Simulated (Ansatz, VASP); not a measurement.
## One calculation of AlN, two programs

INCAR

```
PREC = Accurate ; ENCUT = 520
EDIFF = 1E-6 ; ISMEAR = 0
SIGMA = 0.05 ; LREAL = F
LASPH = T ; NELM = 100
ALGO = Normal ; ISIF = 2
LWAVE = F ; LCHARG = F
GGA = PE ; NBANDS = 26
```

The input KPOINTS:

```
regular mesh
0
Gamma
  8 6 4
```

The input POSCAR:

```
AlN
1.0
   -1.6567491617      2.8695737234      0.0000000000
    0.0000000000      0.0000000000      4.1874629526
    4.9702474850      2.8695737234      0.0000000000
Al N
4 4
Direct
    0.4429605868      0.7500000000      0.2237060799
    0.0000000000      0.7500000000      0.6666666667
    0.0000000000      0.2500000000      0.3333333333
    0.5000000000      0.2500000000      0.8333333333
    0.5000000000      0.2500000000      0.1666666667
    0.0000000000      0.2500000000      0.6666666667
    0.0000000000      0.7500000000      0.3333333333
    0.5000000000      0.7500000000      0.8333333333
```

Input for Ansatz:

```yaml
crystal:
  lattice:
    - [-1.6567491617, 2.8695737234, 0.0]
    - [0.0, 0.0, 4.1874629526]
    - [4.970247485, 2.8695737234, 0.0]
  atoms:
    - { symbol: Al, position: [0.4429605868, 0.75, 0.2237060799] }
    - { symbol: Al, position: [0.0, 0.75, 0.6666666667] }
    - { symbol: Al, position: [0.0, 0.25, 0.3333333333] }
    - { symbol: Al, position: [0.5, 0.25, 0.8333333333] }
    - { symbol: "N", position: [0.5, 0.25, 0.1666666667] }
    - { symbol: "N", position: [0.0, 0.25, 0.6666666667] }
    - { symbol: "N", position: [0.0, 0.75, 0.3333333333] }
    - { symbol: "N", position: [0.5, 0.75, 0.8333333333] }
basis:
  ecutwfc: 420
kpoints:
  mp_grid: { grid: [8, 6, 4] }
hamiltonian:
  xc: pbe
  pseudopotentials: { kind: paw, azcp: { folder: soft_1 } }
scf:
  occupations: { method: gaussian, width: 0.05 }
output:
  forces: true
  stress: true
  eigenvalues: true
```

Alike in both runs: task single point; functional PBE; k mesh 8 × 6 × 4; occupations gaussian, width 0.05 eV; no spin polarisation.

|  | VASP | Ansatz |
| --- | --- | --- |
| version | VASP 6.6.1 | Ansatz 0.2.0 |
| potentials or method | VASP PAW PBE potentials, release 64 (Al, N), cutoff 520 eV | scalar-relativistic, plane waves, PAW |
| valence electrons in the cell | 32 | 32 |

```csv
,VASP,Ansatz,Ansatz less VASP
gap on the k mesh at the Fermi level (eV),2.81,2.80,-0.008
least direct gap on the mesh (eV),2.81,2.80,-0.008
pressure (GPa),6.3,6.4,+0.14
"traceless stress, the component that is largest in VASP (GPa)",-12.53,-12.47,+0.055
rms of the force components (eV/Å),2.607,2.599,-0.0081
```

Atom by atom the forces differ by 0.009 eV/Å (rms over components). With one functional, cell and mesh, what is left measures potentials, basis and numerics.
